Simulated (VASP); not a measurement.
Wanted: the native input for a VASP 6.6.1 run.

* Task: single point
* Functional: HSE06
* Potentials or basis: VASP PAW PBE potentials, release 64 (Ti_sv, C)
* Cutoff: 520 eV
* k mesh: 4 × 4 × 4
* Occupations: fermi-dirac, width 0.1 eV
* Spin: no spin polarisation
* Dipole correction: no
* Grid for exact exchange (PRECFOCK): Normal
* Further INCAR settings: ALGO = Normal; EDIFF = 1e-06; NBANDS = 15
* Share of exact exchange: 0.25
* Screening parameter: 0.2079 1/Å

Crystal: TiC (rock salt type).

```
CELL_PARAMETERS angstrom
0.00000 2.16500 2.16500
2.16500 0.00000 2.16500
2.16500 2.16500 0.00000
ATOMIC_POSITIONS crystal
Ti 0.00800 0.00800 0.00800
C 0.50000 0.50000 0.50000
```

These files were run (other wordings do the same):

POSCAR

```
TiC
1.0
    0.0000000000      2.1650000000      2.1650000000
    2.1650000000      0.0000000000      2.1650000000
    2.1650000000      2.1650000000      0.0000000000
Ti C
1 1
Direct
    0.0080002347      0.0080002347      0.0080002347
    0.5000000000      0.5000000000      0.5000000000
```

INCAR.step1

```
ALGO = Normal
EDIFF = 1E-5
ENCUT = 520
GGA = PE
ISIF = 2
ISMEAR = -1
LASPH = T
LCHARG = F
LREAL = F
LWAVE = T
NBANDS = 15
NELM = 80
PREC = Accurate
SIGMA = 0.1
```

INCAR.step2

```
ALGO = Normal
EDIFF = 1E-6
ENCUT = 520
GGA = PE
HFSCREEN = 0.2079
ISIF = 2
ISMEAR = -1
ISTART = 1
LASPH = T
LCHARG = F
LHFCALC = T
LREAL = F
LWAVE = F
NBANDS = 15
NELM = 80
PREC = Accurate
PRECFOCK = Normal
SIGMA = 0.1
```

KPOINTS

```
k-points
0
Gamma
  4 4 4
```

Potentials or basis: VASP PAW PBE potentials, release 64 (Ti_sv, C).

The run is started by

```bash
$ cat potpaw_PBE.64/Ti_sv/POTCAR potpaw_PBE.64/C/POTCAR > POTCAR
$ cp INCAR.step1 INCAR
$ mpirun -np 1 vasp_std > vasp.out
$ cp INCAR.step2 INCAR
$ mpirun -np 1 vasp_std > vasp.out
```

It gave:

* Pressure: -4.0 GPa
* Largest force: 0.077 eV/Å
* Band gap on the k mesh: zero (bands 8 and 9 overlap by 1.20 eV)

Caveat: the k points lie up to 0.63 Å⁻¹ apart, too coarse for converged energies and pressures of a metal; the PAW data sets were made with another functional, which shifts forces and pressure a little.

It took 7.6 min on 1 thread of Intel(R) Xeon(R) Platinum 8259CL CPU @ 2.50GHz (Skylake/Cascade Lake) (shared host), peak memory 0.25 GiB.
